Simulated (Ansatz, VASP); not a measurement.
**TaF3: VASP beside Ansatz**

INCAR

```
SYSTEM = TaF3
  PREC = Accurate
  ENCUT = 520
  EDIFF = 1E-6
  ISMEAR = 0
  SIGMA = 0.15
  LREAL = .False.
  LASPH = .True.
  NELM = 80
  ALGO = Normal
  ISIF = 2
  LWAVE = .False.
  LCHARG = .False.
  GGA = PS
  NBANDS = 24
```

Contents of KPOINTS:

```
Automatic mesh
0
Gamma
  14 14 14
  0 0 0
```

Contents of POSCAR:

```
TaF3
1.0
    3.9124504069     -0.2059184425     -0.2059184425
   -0.2059184425      3.9124504069     -0.2059184425
   -0.2059184425     -0.2059184425      3.9124504069
Ta F
1 3
Direct
    0.0000000000      0.0000000000      0.0000000000
    0.5000000000      0.0000000000      0.0000000000
    0.0000000000      0.5000000000      0.0000000000
    0.0000000000      0.0000000000      0.5000000000
```

Input for Ansatz:

```yaml
crystal:
  lattice:
    - [3.9124504069, -0.2059184425, -0.2059184425]
    - [-0.2059184425, 3.9124504069, -0.2059184425]
    - [-0.2059184425, -0.2059184425, 3.9124504069]
  atoms:
    - { symbol: Ta, position: [0.0, 0.0, 0.0] }
    - { symbol: F, position: [0.5, 0.0, 0.0] }
    - { symbol: F, position: [0.0, 0.5, 0.0] }
    - { symbol: F, position: [0.0, 0.0, 0.5] }
basis:
  ecutwfc: 420
kpoints:
  mp_grid: { grid: [14, 14, 14] }
hamiltonian:
  xc: pbesol
scf:
  occupations: { method: gaussian, width: 0.15 }
output:
  forces: true
  stress: true
  eigenvalues: true
  write_density: true
  write_potential: true
  elf: true
  volumetric_format: npy
```

Alike in both runs: task single point; functional PBEsol; k mesh 14 × 14 × 14; occupations gaussian, width 0.15 eV; no spin polarisation.

```csv
,VASP,Ansatz
version,VASP 6.6.1,Ansatz 0.2.0
potentials or method,"VASP PAW PBE potentials, release 64 (Ta_pv, F), cutoff 520 eV","scalar-relativistic, plane waves, PAW"
valence electrons in the cell,32,34
```

|  | VASP | Ansatz | Ansatz less VASP |
| --- | --- | --- | --- |
| gap on the k mesh at the Fermi level (eV) | none | none | - |
| pressure (GPa) | 17.0 | 16.6 | -0.41 |
| traceless stress, the component that is largest in VASP (GPa) | -2.54 | -2.48 | +0.063 |

VASP's potentials were made for PBE, not for PBEsol. A gap of «none» marks a metal or a gap that the smearing closes. The functional is the same, so the differences come from potentials, cutoffs and numerics. VASP's potentials hold 32 valence electrons a cell and Ansatz's 34, so a difference there can come from the potentials and not from the codes.

Neither program's run includes spin-orbit coupling.
